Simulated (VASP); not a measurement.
# Mo in VASP: single point with PBE

Aim: the single point of Mo with PBE.

Everything below comes from runs of VASP 6.6.1. Logs are shortened: lines on timing, memory, paths and dates and some standing lists are left out, and cuts for length are marked.

**1. The cell of the first run**

The typed cell holds 1 atom: a = 2.816 Å, b = 2.816 Å, c = 2.816 Å, α = 120.00°, β = 120.00°, γ = 90.01°.

This isn't the form of Mo at room conditions, which is bcc.

**2. Single point, PBE**

INCAR reads:

```
PREC = Accurate ; ENCUT = 520
EDIFF = 1E-6 ; ISMEAR = 0
SIGMA = 0.15 ; LREAL = False
LASPH = True ; NELM = 100
ALGO = Fast ; ISIF = 2
LWAVE = False ; LCHARG = False
GGA = PE ; NBANDS = 13
```

KPOINTS reads:

```
Automatic mesh
0
Gamma
  30 30 30
```

POSCAR reads:

```
Mo
1.0
   -1.4078863421      1.4078863421      1.9907512877
    1.4078863421     -1.4078863421      1.9907512877
    1.4078863421      1.4078863421     -1.9907512877
Mo
1
Direct
    0.0000000000      0.0000000000      0.0000000000
```

Potentials or basis: VASP PAW PBE potentials, release 64 (Mo_sv).

Run with:

```bash
cat potpaw_PBE.64/Mo_sv/POTCAR > POTCAR
mpirun -np 1 vasp_std > vasp.out
```

OUTCAR:

```text
PREC = Accurate
   ENCUT = 520
   EDIFF = 1E-6
   ISMEAR = 0
   LREAL = False
   LASPH = True
   NELM = 100
   ISIF = 2
   GGA = PE

 ion  position               nearest neighbor table
   1  0.000  0.000  0.000-

  LATTYP: Found a body centered tetragonal cell.
 ALAT       =     2.8157726842
 C/A-ratio  =     1.4140000000

  Lattice vectors:

 A1 = (  -1.4078863421,   1.4078863421,   1.9907512877)
 A2 = (   1.4078863421,  -1.4078863421,   1.9907512877)
 A3 = (   1.4078863421,   1.4078863421,  -1.9907512877)

Analysis of symmetry for initial positions (statically):
=====================================================================
 Subroutine PRICEL returns:
 Original cell was already a primitive cell.

 Routine SETGRP: Setting up the symmetry group for a
 body centered tetragonal supercell.

 Subroutine GETGRP returns: Found 16 space group operations
 (whereof 16 operations were pure point group operations)
 out of a pool of 16 trial point group operations.

The static configuration has the point symmetry D_4h.

Analysis of symmetry for dynamics (positions and initial velocities):
=====================================================================
 Subroutine PRICEL returns:
 Original cell was already a primitive cell.

 Routine SETGRP: Setting up the symmetry group for a
 body centered tetragonal supercell.

 Subroutine GETGRP returns: Found 16 space group operations
 (whereof 16 operations were pure point group operations)
 out of a pool of 16 trial point group operations.

The dynamic configuration has the point symmetry D_4h.

 Subroutine INISYM returns: Found 16 space group operations
 (whereof 16 operations are pure point group operations),
 and found     1 'primitive' translations

----------------------------------------------------------------------------------------

                                     Primitive cell

  volume of cell :      15.7838

  direct lattice vectors                    reciprocal lattice vectors
    -1.407886342  1.407886342  1.990751288     0.000000000  0.355142304  0.251161460
     1.407886342 -1.407886342  1.990751288     0.355142304  0.000000000  0.251161460
     1.407886342  1.407886342 -1.990751288     0.355142304  0.355142304  0.000000000

  length of vectors
     2.815560085  2.815560085  2.815560085     0.434980615  0.434980615  0.502247064

  position of ions in fractional coordinates (direct lattice)
     0.000000000  0.000000000  0.000000000

  ion indices of the primitive-cell ions
   primitive index   ion index
                 1           1

[... 83 lines left out ...]
   NUPDOWN=      -1.0000    fix difference up-down
   EMIN   =  10.00;   EMAX   =-10.00  energy-range for DOS
   EFERMI =   0.00;   METHOD = LEGACY
   ISMEAR =     0;   SIGMA  =   0.15  broadening in eV -4-tet -1-fermi 0-gaus
   EFERMI_NEDOS =   21; number of points for ismear=-14 and -15
   IALGO  =     68    algorithm
   IMIX   =      4    mixing-type and parameters
     AMIX     =   0.40;   BMIX     =  1.00
     AMIX_MAG =   1.60;   BMIX_MAG =  1.00
  volume/ion in A,a.u.               =      15.78       106.51
  Fermi-wavevector in a.u.,A,eV,Ry     =   1.572945  2.972434 33.662922  2.474155
  Thomas-Fermi vector in A             =   2.674303
   LORBIT       =      0    0 simple, 1 ext, 2 COOP (PROOUT), +10 PAW based schemes
   GGA     = PE    functional components
   LHFCALC =     F    Hartree Fock is set to
   AEXX    =    0.0000 exact exchange contribution
   IVDW    =     0    specifies the selected vdW correction
   LEPSILON=     F    determine dielectric tensor
   LRPA    =     F    only Hartree local field effects (RPA)
 non-spin polarized calculation
 RMM-DIIS sequential band-by-band and
 Gauss-broadening in eV      SIGMA  =   0.15
  energy-cutoff  :      520.00
  volume of cell :       15.78
 maximum number of plane-waves:       444
 NGX is ok and might be reduce to    24
   NGX = 11   NGY = 11   NGZ = 11

 number of electron      14.0000000 magnetization

 Free energy of the ion-electron system (eV)
  ---------------------------------------------------
  ext. energy  EPLUGINS =         0.00000000
  ---------------------------------------------------
  free energy    TOTEN  =       -10.51597455 eV

  energy without entropy =      -10.50229607  energy(sigma->0) =      -10.50913531

 E-fermi :  12.0143     XC(G=0): -13.3169

 val. band max:       12.0140376384   @ k =  -0.1333  -0.1667   0.1333
 cond. band min:      12.0150052541   @ k =  -0.1667   0.1333  -0.0000
 fundamental gap:      0.0009676157
 Fermi energy:        12.0143176911

 k-point     1 :       0.0000    0.0000    0.0000
  band No.  band energies     occupation
      1     -48.6856      2.00000
      2     -21.9967      2.00000
      3     -21.9967      2.00000
      4     -21.9966      2.00000
      5       5.2406      2.00000
      6      11.2850      2.00000
      7      11.2850      2.00000
      8      11.2868      2.00000
      9      14.0193      0.00000
     10      14.0219      0.00000
     11      25.1258      0.00000
     12      30.4529      0.00000
     13      30.4559      0.00000
[... 354 lines left out ...]
  band No.  band energies     occupation
      1     -48.5450      2.00000
      2     -22.8188      2.00000
      3     -22.1244      2.00000
      4     -22.0914      2.00000
      5       7.3388      2.00000
      6      10.8160      2.00000
      7      11.6097      1.99986
      8      11.6459      1.99949
      9      14.1122      0.00000
     10      14.6575      0.00000
     11      25.2872      0.00000
     12      28.6014      0.00000
     13      34.6295      0.00000

 [... further k-points ...]

------------------------ aborting loop because EDIFF is reached ----------------------------------------

  FORCE on cell =-STRESS in cart. coord.  units (eV):
  Direction    XX          YY          ZZ          XY          YZ          ZX
  --------------------------------------------------------------------------------------
  -------------------------------------------------------------------------------------
  Total        0.4262669      0.4262669      0.4233294      0.0000000      0.0000000     -0.0000000
  in kB       43.2693183     43.2693183     42.9711305      0.0000000      0.0000000     -0.0000000
  external PRESSURE =      43.1699224 kB  Pullay stress =       0.0000000 kB

 VOLUME and BASIS-vectors are now :
 -----------------------------------------------------------------------------
  energy-cutoff  :      520.00
  volume of cell :       15.78
      direct lattice vectors                 reciprocal lattice vectors
    -1.407886342  1.407886342  1.990751288     0.000000000  0.355142304  0.251161460
     1.407886342 -1.407886342  1.990751288     0.355142304  0.000000000  0.251161460
     1.407886342  1.407886342 -1.990751288     0.355142304  0.355142304  0.000000000

 POSITION                                       TOTAL-FORCE (eV/Angst)
 -----------------------------------------------------------------------------------
      0.00000      0.00000      0.00000        -0.000000     -0.000000     -0.000000
 -----------------------------------------------------------------------------------
    total drift:                               -0.000000      0.000000     -0.000000

  FREE ENERGIE OF THE ION-ELECTRON SYSTEM (eV)
  ---------------------------------------------------
  free  energy   TOTEN  =       -10.5159745523 eV

  energy  without entropy=      -10.5022960674  energy(sigma->0) =      -10.50913531
```

OSZICAR:

```text
N       E                     dE             d eps       ncg     rms          rms(c)
DAV:   1     0.925178535059E+02    0.92518E+02   -0.80592E+03 52246   0.110E+03
DAV:   2    -0.993743035965E+01   -0.10246E+03   -0.98828E+02 59647   0.310E+02
DAV:   3    -0.111061511164E+02   -0.11687E+01   -0.11642E+01 57317   0.330E+01
DAV:   4    -0.111088009737E+02   -0.26499E-02   -0.26498E-02 58452   0.192E+00
DAV:   5    -0.111088181043E+02   -0.17131E-04   -0.17131E-04 58387   0.137E-01    0.138E+01
RMM:   6    -0.105879958844E+02    0.52082E+00   -0.62824E-01 51819   0.741E+00    0.414E+00
RMM:   7    -0.105189556490E+02    0.69040E-01   -0.17714E-01 53164   0.387E+00    0.879E-01
RMM:   8    -0.105161289186E+02    0.28267E-02   -0.90421E-03 58305   0.104E+00    0.121E-01
RMM:   9    -0.105159831066E+02    0.14581E-03   -0.89526E-04 58872   0.307E-01    0.452E-02
RMM:  10    -0.105159758991E+02    0.72074E-05   -0.13657E-04 60349   0.125E-01    0.125E-02
RMM:  11    -0.105159742390E+02    0.16601E-05   -0.14075E-05 58973   0.424E-02    0.234E-03
RMM:  12    -0.105159745523E+02   -0.31331E-06   -0.31947E-06 44887   0.157E-02
   1 F= -.10515975E+02 E0= -.10509135E+02  d E =-.136785E-01
```

stdout:

```text
POSCAR found type information on POSCAR Mo
 POSCAR found :  1 types and       1 ions
 scaLAPACK will be used
 LDA part: xc-table for (Slater+PW92), standard interpolation
 POSCAR, INCAR and KPOINTS ok, starting setup
 FFT: planning ... GRIDC
 FFT: planning ... GRID_SOFT
 FFT: planning ... GRID
 WAVECAR not read
 entering main loop
```

Run time: 5.6 min. Hardware: 1 thread of Intel Xeon Platinum 8375C at 2.90GHz (Ice Lake), shared host; peak memory 0.47 GiB.

Results:

- Free energy: -10.5160 eV
- Pressure: 4.3 GPa
- Band gap on the k mesh: zero (bands 7 and 8 overlap by 4.80 eV)

Caveat: the cell stands under pressure.
